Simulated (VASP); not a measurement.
A run of VASP 6.6.1 is set up as follows.

INCAR

```
SYSTEM = HBr
PREC = Accurate
ENCUT = 520
EDIFF = 1E-8
ISMEAR = 0
SIGMA = 0.01
LREAL = .FALSE.
LASPH = .TRUE.
NELM = 100
ALGO = Normal
ISIF = 2
LWAVE = .FALSE.
LCHARG = .TRUE.
GGA = CA
IBRION = 8
NSW = 1
LEPSILON = .TRUE.
```

File KPOINTS:

```
Automatic mesh
0
G
  10 10 10
  0 0 0
```

The input POSCAR:

```
HBr
1.0
    0.0000000000      3.4924892734      3.4924974563
    1.6666317212      0.0000000000      3.4924974563
    1.6666317212      3.4924892734      0.0000000000
H Br
1 1
Direct
    0.0000000000      0.0000000000      0.0000000000
    0.5000000000      0.5000000000      0.5000000000
```

Potentials or basis: VASP PAW LDA potentials, release 64 (H, Br).

Command:

```console
$ cat potpaw_LDA.64/H/POTCAR potpaw_LDA.64/Br/POTCAR > POTCAR
$ mpirun -np 1 vasp_std > vasp.out
```

Question: What does it give for the electronic dielectric tensor (diagonal)?

Answer: 35.12, 2.57, 2.57.

Question: Predict the Born charges (mean of the diagonal).

Answer: H +4.30; Br -4.30 e.

Question: Estimate the most unstable mode.

Answer: 1971i cm⁻¹.

Phonon frequencies in cm⁻¹ (negative: imaginary):
| q point | frequencies |
| --- | --- |
| (0.000, 0.000, 0.000) | -1971 -962 -962 0 0 0 |

Caveat: the cell differs from its parent crystal (phonons at volume x 1.02); some modes are imaginary.
